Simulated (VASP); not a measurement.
ZnAu:

```xyz
2
Lattice="3.1470 0.0000 0.0000 0.0000 3.1470 0.0000 0.0000 0.0000 3.1470" Properties=species:S:1:pos:R:3 pbc="T T T"
Au    0.0000    0.0000    0.0000
Zn    1.5735    1.5735    1.5735
```

Program: VASP 6.6.1. Alike in all runs: task single point; cell as given; cutoff (eV) 520.

Question: Order these runs on this cell by their pressure, lowest first.
A. level r2SCAN+D3(BJ); potentials or basis VASP PAW PBE potentials, release 64 (Au, Zn); spin non-collinear, zero start, SOC; k mesh 6 × 6 × 6; smearing methfessel-paxton 0.1 eV
B. level PBE; potentials or basis VASP PAW PBE potentials, release 64 (Au, Zn); spin non-collinear, zero start, SOC; k mesh 8 × 8 × 8; smearing fermi-dirac 0.05 eV
C. level revPBE; potentials or basis VASP PAW PBE potentials, release 64 (Au, Zn); spin off; k mesh 5 × 5 × 5; smearing fermi-dirac 0.05 eV
D. level LDA; potentials or basis VASP PAW LDA potentials, release 64 (Au, Zn); spin off; k mesh 8 × 8 × 8; smearing gaussian 0.05 eV
E. level r2SCAN; potentials or basis VASP PAW PBE potentials, release 64 (Au, Zn); spin off; k mesh 5 × 5 × 5; smearing fermi-dirac 0.05 eV

Answer: D (-6.0 GPa), A (-2.9 GPa), E (1.2 GPa), B (4.8 GPa), C (8.4 GPa).

Caveats: some runs use coarse meshes; the PAW data sets were made with another functional, which shifts forces and pressure a little (some runs).
